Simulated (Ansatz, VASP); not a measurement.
**In6As: VASP beside Ansatz**

```
CELL_PARAMETERS angstrom
5.22155 3.01467 2.07166
-5.22155 3.01467 2.07166
0.00000 -6.02933 2.07166
ATOMIC_POSITIONS crystal
In 0.52892 0.27205 0.12523
In 0.47108 0.72795 0.87477
In 0.27205 0.12523 0.52892
In 0.72795 0.87477 0.47108
In 0.87477 0.47108 0.72795
In 0.12523 0.52892 0.27205
As 0.00000 0.00000 0.00000
```

Change from the starting cell: built by hand: ordered fcc 6:1 substitution (R-3, No. 148).

Alike in both runs: functional PBE; k mesh 6 × 6 × 6; occupations gaussian, width 0.1 eV; no spin polarisation.

Ansatz relaxed the structure, and its values are those at the end. VASP's run is a single point on that final structure, the one shown.

|  | VASP | Ansatz |
| --- | --- | --- |
| version | VASP 6.6.1 | Ansatz 0.2.0 |
| potentials or method | VASP PAW PBE potentials, release 64 (In_d, As), cutoff 520 eV | scalar-relativistic, plane waves, PAW |
| valence electrons in the cell | 83 | 93 |

Ansatz gave:

| Item | Value |
| --- | --- |
| gap on the k mesh at the Fermi level (eV) | none |
| pressure (GPa) | 0.0 |
| rms of the force components (eV/Å) | 0.002 |

Problem. Estimate VASP's values.

Solution. gap on the k mesh at the Fermi level (eV): none; pressure (GPa): 0.0; rms of the force components (eV/Å): 0.003.

A gap of «none» marks a metal or a gap that the smearing closes. The functional is the same, so the differences come from potentials, cutoffs and numerics. VASP's potentials hold 83 valence electrons a cell and Ansatz's 93, so a difference there can come from the potentials and not from the codes.
